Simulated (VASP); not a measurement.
Here is a VASP 6.6.1 calculation.

Contents of INCAR:

```
PREC     = Accurate       # precision mode
ENCUT    = 520            # plane-wave cutoff, eV
EDIFF    = 1E-7           # SCF threshold, eV
ISMEAR   = -1             # smearing method
SIGMA    = 0.1            # smearing width, eV
LREAL    = F              # projectors in reciprocal space
LASPH    = T              # aspherical terms in the spheres
NELM     = 100            # most SCF steps
ALGO     = Normal         # electronic algorithm
ISIF     = 2              # what is computed and relaxed
LWAVE    = F              # write WAVECAR
LCHARG   = T              # write CHGCAR
GGA      = PE             # functional
LELF     = T              # ELF
LVHAR    = T            
NBANDS   = 14             # bands
```

KPOINTS

```
Automatic mesh
0
Gamma
  14 14 13
```

Contents of POSCAR:

```
Bi
1.0
    3.3900534553      0.0000000000      0.0000000000
   -1.6950267276      2.9358724125      0.0000000000
    0.0000000000      0.0000000000      3.2246593881
Bi
1
Direct
    0.0000000000      0.0000000000      0.0000000000
```

Potentials or basis: VASP PAW PBE potentials, release 64 (Bi_d).

The run is started by

```console
$ cat potpaw_PBE.64/Bi_d/POTCAR > POTCAR
$ mpirun -np 1 vasp_std > vasp.out
```

Question: What does it give for the pressure?

Answer: 2.7 GPa.

Question: What does it give for the band gap on the k mesh?

Answer: Zero (an odd number of electrons rules out a gap without spin polarisation).

Caveat: spin-orbit coupling is left out, which moves the levels of the heavy elements.
